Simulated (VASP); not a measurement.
Set up this calculation in VASP 6.6.1, as the native input.

```
Task                   : electric field gradients
Functional             : LDA
Potentials or basis    : VASP PAW LDA potentials, release 64 (Hf_pv)
Cutoff                 : 520 eV
k mesh                 : 13 × 13 × 13
Occupations            : fermi-dirac, width 0.03 eV
Spin                   : no spin polarisation
Dipole correction      : no
Further INCAR settings : ALGO = Normal; EDIFF = 1e-08; NBANDS = 11
```

The structure of Hf lies in POSCAR:

```
Hf
1.0
    0.0444000000      2.2422000000      2.2422000000
    2.2422000000      0.0444000000      2.2422000000
    2.2422000000      2.2422000000      0.0444000000
Hf
1
Direct
    0.0000000000      0.0000000000      0.0000000000
```

This cell differs from its parent crystal: equal xy, yz and zx shear strains of +2 %.

One way to write it, as run:

INCAR

```
PREC = Accurate
ENCUT = 520
EDIFF = 1E-8
ISMEAR = -1
SIGMA = 0.03
LREAL = False
LASPH = True
NELM = 80
ALGO = Normal
ISIF = 2
LWAVE = False
LCHARG = False
GGA = CA
LEFG = True
NBANDS = 11
```

KPOINTS

```
Automatic mesh
0
Gamma
  13 13 13
```

Potentials or basis: VASP PAW LDA potentials, release 64 (Hf_pv).

Launch:

```bash
$ cat potpaw_LDA.64/Hf_pv/POTCAR > POTCAR
$ mpirun -np 1 vasp_std > vasp.out
```

Results of the run:

```
Pressure               : -5.5 GPa
Band gap on the k mesh : zero (band 5 reaches 5.84 eV, above the bottom of band 6 at 4.20 eV)
```

Caveat: the cell differs from its parent crystal (equal xy, yz and zx shear strains of +2 %); without QUAD_EFG the Cq values of the log hold for a quadrupole moment of 1 mb, not for the nuclei; spin-orbit coupling is left out, which moves the levels of the heavy elements.

It took 20 s on 1 thread of Intel(R) Xeon(R) Platinum 8488C (Sapphire Rapids), with other jobs on the host, peak memory 0.16 GiB.
